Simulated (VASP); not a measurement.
Wanted: the native input for a VASP 6.6.1 run.

- Task: single point
- Functional: PBEsol
- Potentials or basis: VASP PAW PBE potentials, release 64 (Zr_sv, H)
- Cutoff: 500 eV
- k mesh: 9 × 9 × 6
- Occupations: methfessel-paxton, width 0.1 eV
- Spin: no spin polarisation
- Dipole correction: no
- Further INCAR settings: ALGO = Normal; EDIFF = 1e-06; NBANDS = 21

The structure of ZrH lies in POSCAR:

```
ZrH
1.0
    3.2427920000      0.0000000000      0.0000000000
    0.0000000000      3.2427920000      0.0000000000
    0.0000000000      0.0000000000      4.9480000000
Zr H
2 2
Direct
    0.0000000000      0.5000000000      0.0000000000
    0.5000000000      0.0000000000      0.5000000000
    0.0000000000      0.0000000000      0.7500000000
    0.0000000000      0.0000000000      0.2500000000
```

The input as run:

INCAR

```
PREC = Accurate
ENCUT = 500
EDIFF = 1E-6
ISMEAR = 1
SIGMA = 0.1
LREAL = F
LASPH = T
NELM = 120
ALGO = Normal
ISIF = 2
LWAVE = F
LCHARG = T
GGA = PS
LELF = T
LVHAR = T
NBANDS = 21
GGA_COMPAT = F
```

KPOINTS

```
regular mesh
0
Gamma
  9 9 6
```

Potentials or basis: VASP PAW PBE potentials, release 64 (Zr_sv, H).

The run is started by

```console
$ cat potpaw_PBE.64/Zr_sv/POTCAR potpaw_PBE.64/H/POTCAR > POTCAR
$ mpirun -np 1 vasp_std > vasp.out
```

It gave:

The pressure is -2.6 GPa and the band gap on the k mesh is zero (bands 13 and 14 overlap by 1.03 eV).

Caveat: the PAW data sets were made with another functional, which shifts forces and pressure a little.

It took 17 s on 1 thread of Intel(R) Xeon(R) 6975P-C (Granite Rapids), on a shared host, peak memory 0.18 GiB.
